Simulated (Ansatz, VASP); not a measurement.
# MoS2 in VASP and in Ansatz

```
S Mo
1.0
     3.14143    0.00000    0.00000
    -1.57072    2.72056    0.00000
     0.00000    0.00000   30.69701
S Mo
6 3
Direct
  0.66667 0.33333 0.24432
  0.66667 0.33333 0.34590
  0.33333 0.66667 0.44921
  0.33333 0.66667 0.55079
  0.66667 0.33333 0.65410
  0.66667 0.33333 0.75568
  0.33333 0.66667 0.29511
  0.66667 0.33333 0.50000
  0.33333 0.66667 0.70489
```

Alike in both runs: task single point; functional PBEsol; k mesh 9 × 9 × 1; occupations gaussian, width 0.05 eV; no spin polarisation.

|  | VASP | Ansatz |
| --- | --- | --- |
| version | VASP 6.6.1 | Ansatz 0.2.0 |
| potentials or method | VASP PAW PBE potentials, release 64 (S, Mo_sv), cutoff 520 eV | scalar-relativistic, plane waves, PAW |
| valence electrons in the cell | 78 | 78 |

```csv
,VASP,Ansatz,Ansatz less VASP
gap on the k mesh at the Fermi level (eV),1.28,1.27,-0.014
least direct gap on the mesh (eV),1.76,1.76,-0.005
rms of the force components (eV/Å),0.008,0.008,+0.0001
```

VASP's potentials were made for PBE, not for PBEsol. With one functional, cell and mesh, what is left measures potentials, basis and numerics. Ansatz's warnings: xc potential rough in thin density.
